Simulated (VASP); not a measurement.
**Zn3As: single point with PBE**

Zn3As:

```
CELL_PARAMETERS angstrom
4.05679 0.00000 0.00000
0.00000 4.05679 0.00000
0.00000 0.00000 4.05679
ATOMIC_POSITIONS crystal
Zn 0.00000 0.50000 0.50000
Zn 0.50000 0.00000 0.50000
Zn 0.50000 0.50000 0.00000
As 0.00000 0.00000 0.00000
```

```json
{
  "Program": "VASP 6.6.1",
  "Task": "single point",
  "Functional": "PBE",
  "Potentials or basis": "VASP PAW PBE potentials, release 64 (Zn, As)",
  "Cutoff": "520 eV",
  "k mesh": "12 × 12 × 12",
  "Occupations": "gaussian, width 0.1 eV",
  "Spin": "no spin polarisation",
  "Dipole correction": "no",
  "Further INCAR settings": "ALGO = Fast; EDIFF = 1e-06; NBANDS = 28"
}
```

```
Pressure : 0.0 GPa
```

Levels at points of the mesh, in eV from the Fermi level:
| k point | band 18 | band 19 | band 20 | band 21 | band 22 | band 23 |
| --- | --- | --- | --- | --- | --- | --- |
| (0.00, 0.00, 0.00) | -3.19 | -3.19 | -3.19 | 0.41 | 0.41 | 4.41 |
| (0.50, 0.00, 0.00) | -2.19 | -1.48 | -1.48 | 1.22 | 1.29 | 1.29 |
| (0.50, 0.50, 0.00) | -5.63 | -5.24 | -0.39 | 1.22 | 2.85 | 2.85 |
| (0.50, 0.50, 0.50) | -4.91 | -4.91 | -2.83 | -2.34 | -2.34 | -2.34 |

Wall time 100 s on 1 thread of AMD EPYC 7R43 64-Core Processor (Zen 3) (shared host), peak memory 0.22 GiB.
